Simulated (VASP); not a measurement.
Wanted: the native input for a VASP 6.6.1 run.

```yaml
Task: single point
Functional: PBE
Potentials_or_basis: VASP PAW PBE potentials, release 64 (B, Sb, N)
Cutoff: 520 eV
k_mesh: 3 × 3 × 3
Occupations: fermi-dirac, width 0.01 eV
Spin: no spin polarisation
Dipole_correction: no
Further_INCAR_settings: LREAL = Auto; ALGO = Normal; EDIFF = 1e-06; NBANDS = 141
```

The structure of B27SbN26 (a cell with a defect) lies in POSCAR:

```
B27SbN26
1.0
    0.0000000000      5.4390030000      5.4390030000
    5.4390030000      0.0000000000      5.4390030000
    5.4390030000      5.4390030000      0.0000000000
B Sb N
27 1 26
Direct
   -0.0180413491     -0.0180413491     -0.0180413491
   -0.0180413491     -0.0180413491      0.3874573808
    0.0011409002      0.0011409002      0.6655257665
   -0.0180413491      0.3874573808     -0.0180413491
   -0.0008255240      0.3344412248      0.3344412248
   -0.0008255240      0.3344412248      0.6652764077
    0.0011409002      0.6655257665      0.0011409002
   -0.0008255240      0.6652764077      0.3344412248
    0.0011409002      0.6655257665      0.6655257665
    0.3874573808     -0.0180413491     -0.0180413491
    0.3344412248     -0.0008255240      0.3344412248
    0.3344412248     -0.0008255240      0.6652764077
    0.3344412248      0.3344412248     -0.0008255240
    0.3333333333      0.3333333333      0.3333333333
    0.3344412248      0.3344412248      0.6652764077
    0.3344412248      0.6652764077     -0.0008255240
    0.3344412248      0.6652764077      0.3344412248
    0.3328138817      0.6668398172      0.6668398172
    0.6655257665      0.0011409002      0.0011409002
    0.6652764077     -0.0008255240      0.3344412248
    0.6655257665      0.0011409002      0.6655257665
    0.6652764077      0.3344412248     -0.0008255240
    0.6652764077      0.3344412248      0.3344412248
    0.6668398172      0.3328138817      0.6668398172
    0.6655257665      0.6655257665      0.0011409002
    0.6668398172      0.6668398172      0.3328138817
    0.6668398172      0.6668398172      0.6668398172
    0.0833333333      0.0833333333      0.0833333333
    0.0829200957      0.0829200957      0.4264696533
    0.0829200957      0.0829200957      0.7410234886
    0.0829200957      0.4264696533      0.0829200957
    0.0831422081      0.4167303751      0.4167303751
    0.0829200957      0.4264696533      0.7410234886
    0.0829200957      0.7410234886      0.0829200957
    0.0829200957      0.7410234886      0.4264696533
    0.0840802628      0.7497510235      0.7497510235
    0.4264696533      0.0829200957      0.0829200957
    0.4167303751      0.0831422081      0.4167303751
    0.4264696533      0.0829200957      0.7410234886
    0.4167303751      0.4167303751      0.0831422081
    0.4167303751      0.4167303751      0.4167303751
    0.4168181365      0.4168181365      0.7498485302
    0.4264696533      0.7410234886      0.0829200957
    0.4168181365      0.7498485302      0.4168181365
    0.4168181365      0.7498485302      0.7498485302
    0.7410234886      0.0829200957      0.0829200957
    0.7410234886      0.0829200957      0.4264696533
    0.7497510235      0.0840802628      0.7497510235
    0.7410234886      0.4264696533      0.0829200957
    0.7498485302      0.4168181365      0.4168181365
    0.7498485302      0.4168181365      0.7498485302
    0.7497510235      0.7497510235      0.0840802628
    0.7498485302      0.7498485302      0.4168181365
    0.7497510235      0.7497510235      0.7497510235
```

One way to write it, as run:

INCAR

```
SYSTEM = B27SbN26
PREC = Accurate ; ENCUT = 520
EDIFF = 1E-6 ; ISMEAR = -1
SIGMA = 0.01 ; LREAL = Auto
LASPH = .TRUE. ; NELM = 100
ALGO = Normal ; ISIF = 2
LWAVE = .FALSE. ; LCHARG = .FALSE.
GGA = PE ; NBANDS = 141
```

KPOINTS

```
regular mesh
0
G
  3 3 3
  0 0 0
```

Potentials or basis: VASP PAW PBE potentials, release 64 (B, Sb, N).

Command:

```bash
$ cat potpaw_PBE.64/B/POTCAR potpaw_PBE.64/Sb/POTCAR potpaw_PBE.64/N/POTCAR > POTCAR
$ mpirun -np 1 vasp_std > vasp.out
```

Results of the run:

- Pressure: 24.3 GPa
- Largest force: 0.342 eV/Å
- Band gap on the k mesh: 2.10 eV

Caveat: spin-orbit coupling is left out, which moves the levels of the heavy elements.

It took 7.9 min on 1 thread of Intel(R) Xeon(R) Platinum 8375C CPU @ 2.90GHz (Ice Lake) (shared host), peak memory 0.55 GiB.
